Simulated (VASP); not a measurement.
# La (P6_3/mmc) in VASP: notebook

Runs on La. Level: PBE. Tasks: single point.

All numbers are computed with VASP 6.6.1; they aren't measurements. Logs are shortened: lines on timing, memory, paths and dates and some standing lists are left out, and cuts for length are marked.

## (1) The cell of the first run

The structure is hexagonal, space group P6_3/mmc (No. 194). The conventional cell has a = 3.750 Å, b = 3.750 Å, c = 6.009 Å, α = 90.00°, β = 90.00°, γ = 120.00°. La (site symmetry -6m2) has 12 La at 3.70 to 3.75 Å within 4.9 Å.

## (2) Single point, PBE

The input, INCAR:

```
SYSTEM = La
  PREC = Accurate
  ENCUT = 520
  EDIFF = 1E-6
  ISMEAR = -1
  SIGMA = 0.05
  LREAL = .FALSE.
  LASPH = .TRUE.
  NELM = 80
  ALGO = Fast
  ISIF = 2
  LWAVE = .FALSE.
  LCHARG = .FALSE.
  GGA = PE
  NBANDS = 18
```

The input, KPOINTS:

```
regular mesh
0
G
  7 7 4
  0 0 0
```

The input, POSCAR:

```
La
1.0
    3.7500000000      0.0000000000      0.0000000000
   -1.8750000000      3.2475952642      0.0000000000
    0.0000000000      0.0000000000      6.0093000000
La
2
Direct
    0.6666666667      0.3333333333      0.7500000000
    0.3333333333      0.6666666667      0.2500000000
```

Potentials or basis: VASP PAW PBE potentials, release 64 (La).

Command:

```console
> cat potpaw_PBE.64/La/POTCAR > POTCAR
> mpirun -np 1 vasp_std > vasp.out
```

OUTCAR:

```text
SYSTEM = La
   PREC = Accurate
   ENCUT = 520
   EDIFF = 1E-6
   ISMEAR = -1
   LREAL = .FALSE.
   LASPH = .TRUE.
   NELM = 80
   ISIF = 2
   GGA = PE

 ion  position               nearest neighbor table
   1  0.667  0.333  0.750-
   2  0.333  0.667  0.250-

  LATTYP: Found a hexagonal cell.
 ALAT       =     3.7500000000
 C/A-ratio  =     1.6024800000

  Lattice vectors:

 A1 = (   3.7500000000,   0.0000000000,   0.0000000000)
 A2 = (  -1.8750000000,   3.2475952642,   0.0000000000)
 A3 = (   0.0000000000,   0.0000000000,   6.0093000000)

Analysis of symmetry for initial positions (statically):
=====================================================================
 Subroutine PRICEL returns:
 Original cell was already a primitive cell.

 Routine SETGRP: Setting up the symmetry group for a
 hexagonal supercell.

 Subroutine GETGRP returns: Found 24 space group operations
 (whereof 12 operations were pure point group operations)
 out of a pool of 24 trial point group operations.

The static configuration has the point symmetry D_3d.
 The point group associated with its full space group is D_6h.

Analysis of symmetry for dynamics (positions and initial velocities):
=====================================================================
 Subroutine PRICEL returns:
 Original cell was already a primitive cell.

 Routine SETGRP: Setting up the symmetry group for a
 hexagonal supercell.

 Subroutine GETGRP returns: Found 24 space group operations
 (whereof 12 operations were pure point group operations)
 out of a pool of 24 trial point group operations.

The dynamic configuration has the point symmetry D_3d.
 The point group associated with its full space group is D_6h.

 Subroutine INISYM returns: Found 24 space group operations
 (whereof 12 operations are pure point group operations),
 and found     1 'primitive' translations

----------------------------------------------------------------------------------------

                                     Primitive cell

  volume of cell :      73.1842

[... 77 lines left out ...]
 SYSTEM =  La
   PREC   = accura    normal or accurate (medium, high low for compatibility)
   ISTART =      0    job   : 0-new  1-cont  2-samecut
   ICHARG =      2    charge: 1-file 2-atom 10-const
   ISPIN  =      1    spin polarized calculation?
   LNONCOLLINEAR =      F non collinear calculations
   LSORBIT =      F    spin-orbit coupling
   LASPH  =      T    aspherical Exc in radial PAW
   ENCUT  =  520.0 eV  38.22 Ry    6.18 a.u.   6.97  6.97 11.17*2*pi/ulx,y,z
   NELM   =     80;   NELMIN=  2; NELMDL= -5     # of ELM steps
   EDIFF  = 0.1E-05   stopping-criterion for ELM
   LREAL  =      F    real-space projection
   EDIFFG = 0.1E-04   stopping-criterion for IOM
   NSW    =      0    number of steps for IOM
   IBRION =     -1    ionic relax: 0-MD 1-quasi-New 2-CG
   NFREE  =      0    steps in history (QN), initial steepest desc. (CG)
   ISIF   =      2    stress and relaxation
   ISYM   =      2    0-nonsym 1-usesym 2-fastsym
   POTIM  = 0.5000    time-step for ionic-motion
   TEBEG  =    0.0;   TEEND  =   0.0 temperature during run
   PSTRESS=    0.0 pullay stress
   NELECT =      22.0000    total number of electrons
   NUPDOWN=      -1.0000    fix difference up-down
   EMIN   =  10.00;   EMAX   =-10.00  energy-range for DOS
   EFERMI =   0.00;   METHOD = LEGACY
   ISMEAR =    -1;   SIGMA  =   0.05  broadening in eV -4-tet -1-fermi 0-gaus
   EFERMI_NEDOS =   21; number of points for ismear=-14 and -15
   IALGO  =     68    algorithm
   IMIX   =      4    mixing-type and parameters
     AMIX     =   0.40;   BMIX     =  1.00
     AMIX_MAG =   1.60;   BMIX_MAG =  1.00
  volume/ion in A,a.u.               =      36.59       246.94
  Fermi-wavevector in a.u.,A,eV,Ry     =   1.096672  2.072409 16.363580  1.202689
  Thomas-Fermi vector in A             =   2.233018
   LORBIT       =      0    0 simple, 1 ext, 2 COOP (PROOUT), +10 PAW based schemes
   GGA     = PE    functional components
   LHFCALC =     F    Hartree Fock is set to
   AEXX    =    0.0000 exact exchange contribution
   IVDW    =     0    specifies the selected vdW correction
   LEPSILON=     F    determine dielectric tensor
   LRPA    =     F    only Hartree local field effects (RPA)
 non-spin polarized calculation
 RMM-DIIS sequential band-by-band and
  energy-cutoff  :      520.00
  volume of cell :       73.18
 maximum number of plane-waves:      1983
 NGX is ok and might be reduce to    28
   NGX = 13   NGY = 13   NGZ = 23

 number of electron      21.9999997 magnetization

 Free energy of the ion-electron system (eV)
  ---------------------------------------------------
  ext. energy  EPLUGINS =         0.00000000
  ---------------------------------------------------
  free energy    TOTEN  =        -9.68837233 eV

  energy without entropy =       -9.63694210  energy(sigma->0) =       -9.66265722

 E-fermi :   7.9706     XC(G=0):  -9.6211

 val. band max:        7.9705361131   @ k =   0.2857   0.2857   0.5000
 cond. band min:       7.9764483836   @ k =   0.2857   0.2857   0.0000
 fundamental gap:      0.0059122705
 Fermi energy:         7.9706144825

 k-point     1 :       0.0000    0.0000    0.0000
  band No.  band energies     occupation
      1     -24.8347      2.00000
      2     -24.6120      2.00000
      3      -9.2584      2.00000
      4      -8.0241      2.00000
      5      -8.0241      2.00000
      6      -7.8221      2.00000
[... 481 lines left out ...]
      5      -8.5841      2.00000
      6      -8.5841      2.00000
[... 10 lines left out ...]
     17       9.8594      0.00000
     18      10.1104      0.00000

------------------------ aborting loop because EDIFF is reached ----------------------------------------

  FORCE on cell =-STRESS in cart. coord.  units (eV):
  Direction    XX          YY          ZZ          XY          YZ          ZX
  --------------------------------------------------------------------------------------
  -------------------------------------------------------------------------------------
  Total        0.2958575      0.2958575      0.8481873      0.0000000      0.0000000      0.0000000
  in kB        6.4770323      6.4770323     18.5688616      0.0000000      0.0000000      0.0000000
  external PRESSURE =      10.5076421 kB  Pullay stress =       0.0000000 kB

 VOLUME and BASIS-vectors are now :
 -----------------------------------------------------------------------------
  energy-cutoff  :      520.00
  volume of cell :       73.18
      direct lattice vectors                 reciprocal lattice vectors
     3.750000000  0.000000000  0.000000000     0.266666667  0.153960072  0.000000000
    -1.875000000  3.247595264  0.000000000     0.000000000  0.307920144  0.000000000
     0.000000000  0.000000000  6.009300000     0.000000000  0.000000000  0.166408733

 POSITION                                       TOTAL-FORCE (eV/Angst)
 -----------------------------------------------------------------------------------
      1.87500      1.08253      4.50697         0.000000      0.000000      0.000000
     -0.00000      2.16506      1.50232        -0.000000     -0.000000      0.000000
 -----------------------------------------------------------------------------------
    total drift:                               -0.000000      0.000000     -0.000000

  FREE ENERGIE OF THE ION-ELECTRON SYSTEM (eV)
  ---------------------------------------------------
  free  energy   TOTEN  =        -9.6883723346 eV

  energy  without entropy=       -9.6369420976  energy(sigma->0) =       -9.66265722
```

stdout:

```text
POSCAR found type information on POSCAR La
 POSCAR found :  1 types and       2 ions
 scaLAPACK will be used
 LDA part: xc-table for (Slater+PW92), standard interpolation
 POSCAR, INCAR and KPOINTS ok, starting setup
 FFT: planning ... GRIDC
 FFT: planning ... GRID_SOFT
 FFT: planning ... GRID
 WAVECAR not read
 entering main loop
WARNING in EDDRMM: call to ZHEGV failed, returncode =   6  3     10
```

Run time: 2.3 min. Hardware: 1 thread of Intel Xeon 6975P-C, shared host; peak memory 0.2 GiB.

What came out:

```yaml
Free_energy: -9.6884 eV
Pressure: 1.1 GPa
Band_gap_on_the_k_mesh: zero (band 11 reaches 9.14 eV, above the bottom of band 12 at 7.67 eV)
```

Stress tensor (GPa, compression positive):
```
0.65 0.00 0.00
0.00 0.65 0.00
0.00 0.00 1.86
```

Caveat: spin-orbit coupling is left out, which moves the levels of the heavy elements.

## (3) Single point, PBE

This run uses another cell than the first one, of 36.96 Å³/atom, 1.010 times its volume.

The input, INCAR:

```
ALGO     = Fast           # electronic algorithm
EDIFF    = 1E-6           # SCF threshold, eV
ENCUT    = 520            # plane-wave cutoff, eV
GGA      = PE             # functional
ISIF     = 2              # what is computed and relaxed
ISMEAR   = -1             # smearing method
LASPH    = T              # aspherical terms in the spheres
LCHARG   = F              # write CHGCAR
LREAL    = F              # projectors in reciprocal space
LWAVE    = F              # write WAVECAR
NBANDS   = 18             # bands
NELM     = 80             # most SCF steps
PREC     = Accurate       # precision mode
SIGMA    = 0.05           # smearing width, eV
```

The input, KPOINTS:

```
k-points
0
Gamma
  7 7 4
```

Edit POSCAR of step 2 so:

```diff
@@ -4,3 +4,3 @@
    -1.8750000000      3.2475952642      0.0000000000
-    0.0000000000      0.0000000000      6.0093000000
+    0.0000000000      0.0000000000      6.0700000000
 La
```

Potentials or basis: VASP PAW PBE potentials, release 64 (La).

Command:

```console
> cat potpaw_PBE.64/La/POTCAR > POTCAR
> mpirun -np 1 vasp_std > vasp.out
```

It took 1.9 min on 1 thread of Intel Xeon 6975P-C, shared host; peak memory 0.2 GiB.

Results (log left out):

```yaml
Free_energy: -9.6959 eV
Pressure: 0.7 GPa
Band_gap_on_the_k_mesh: zero (band 11 reaches 9.01 eV, above the bottom of band 12 at 7.57 eV)
```

Stress tensor (GPa, compression positive):
```
0.44 0.00 0.00
0.00 0.44 0.00
0.00 0.00 1.36
```

Levels at points of the mesh, in eV from the Fermi level:
| k point | band 8 | band 9 | band 10 | band 11 | band 12 | band 13 | band 14 | band 15 |
| --- | --- | --- | --- | --- | --- | --- | --- | --- |
| (0.00, 0.00, 0.00) | -15.78 | -3.13 | -1.72 | 1.14 | 1.36 | 1.37 | 1.60 | 1.68 |
| (0.00, 0.00, 0.50) | -15.91 | -1.82 | -1.82 | 0.64 | 0.64 | 1.41 | 1.41 | 1.53 |

Caveat: spin-orbit coupling is left out, which moves the levels of the heavy elements.

(Part 1 of 2 ends here.)
